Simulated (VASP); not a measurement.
Write the native input for VASP 6.6.1 that does the following.

```yaml
Task: single point
Functional: PBE
Potentials_or_basis: VASP PAW PBE potentials, release 64 (Ti_sv, N)
Cutoff: 600 eV
k_mesh: 11 × 11 × 11
Occupations: gaussian, width 0.1 eV
Spin: no spin polarisation
Dipole_correction: no
Further_INCAR_settings: ALGO = Normal; EDIFF = 1e-06; NBANDS = 16
```

The structure of TiN lies in POSCAR:

```
TiN
1.0
    0.0000000000      2.1236404517      2.1236404517
    2.1236404517      0.0000000000      2.1236404517
    2.1236404517      2.1236404517      0.0000000000
Ti N
1 1
Direct
    0.0000000000      0.0000000000      0.0000000000
    0.5000000000      0.5000000000      0.5000000000
```

The input as run:

INCAR

```
  PREC = Accurate
  ENCUT = 600
  EDIFF = 1E-6
  ISMEAR = 0
  SIGMA = 0.1
  LREAL = False
  LASPH = True
  NELM = 120
  ALGO = Normal
  ISIF = 2
  LWAVE = False
  LCHARG = True
  GGA = PE
  LELF = True
  LVHAR = True
  NBANDS = 16
  GGA_COMPAT = False
```

KPOINTS

```
Automatic mesh
0
Gamma
  11 11 11
```

Potentials or basis: VASP PAW PBE potentials, release 64 (Ti_sv, N).

Command:

```bash
$ cat potpaw_PBE.64/Ti_sv/POTCAR potpaw_PBE.64/N/POTCAR > POTCAR
$ mpirun -np 1 vasp_std > vasp.out
```

Results of the run:

The pressure is 0.3 GPa. The band gap on the k mesh is zero (an odd number of electrons rules out a gap without spin polarisation).

It took 20 s on 1 thread of Intel(R) Xeon(R) Platinum 8488C (Sapphire Rapids), with other jobs on the host, peak memory 0.15 GiB.
